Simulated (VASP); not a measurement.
A run of VASP 6.6.1 is set up as follows.

The input INCAR:

```
SYSTEM = HC5
PREC = Accurate
ENCUT = 520
EDIFF = 1E-6
ISMEAR = 0
SIGMA = 0.03
LREAL = .FALSE.
LASPH = .TRUE.
NELM = 120
ALGO = Normal
ISIF = 2
LWAVE = .FALSE.
LCHARG = .FALSE.
LDIPOL = .TRUE.
IDIPOL = 3
DIPOL = 0.5 0.5 0.500
GGA = PS
NBANDS = 33
GGA_COMPAT = .FALSE.
NELMDL = -8
```

File KPOINTS:

```
Automatic mesh
0
G
  12 12 1
  0 0 0
```

File POSCAR:

```
HC5
1.0
    2.5129219178      0.0000000288      0.0000000000
   -1.2564609838      2.1762542041      0.0000000000
    0.0000000000      0.0000000000     25.0001071115
C H
10 2
Direct
    1.0000000000      0.0000000000      0.3264943934
    0.6666666667      0.3333333333      0.3458840960
    0.6666666667      0.3333333333      0.4077143329
    0.3333333333      0.6666666667      0.4281762158
    0.3333333333      0.6666666667      0.4897460217
    0.0000000000      0.0000000000      0.5102560177
    0.0000000000      0.0000000000      0.5718257854
    0.6666666667      0.3333333333      0.5922876211
    0.6666666667      0.3333333333      0.6541179025
    0.3333333333      0.6666666667      0.6735075933
    0.3333333333      0.6666666667      0.7180636629
    1.0000000000      0.0000000000      0.2819383361
```

Potentials or basis: VASP PAW PBE potentials, release 64 (C, H).

Run with:

```sh
$ cat potpaw_PBE.64/C/POTCAR potpaw_PBE.64/H/POTCAR > POTCAR
$ mpirun -np 1 vasp_std > vasp.out
```

Question: What does it give for the largest force?

Answer: 0.040 eV/Å.

Question: Estimate the band gap on the k mesh.

Answer: 2.80 eV, direct.

Forces in eV/Å, atoms in the order of the input:
```
C    0.000  0.000 -0.002
C    0.000  0.000 -0.004
C    0.000  0.000 -0.008
C    0.000  0.000  0.008
C    0.000  0.000  0.007
C    0.000  0.000 -0.007
C    0.000  0.000 -0.008
C    0.000  0.000  0.008
C    0.000  0.000  0.004
C    0.000  0.000  0.002
H    0.000  0.000  0.040
H    0.000  0.000 -0.040
```

Caveat: the PAW data sets were made with another functional, which shifts forces and pressure a little.
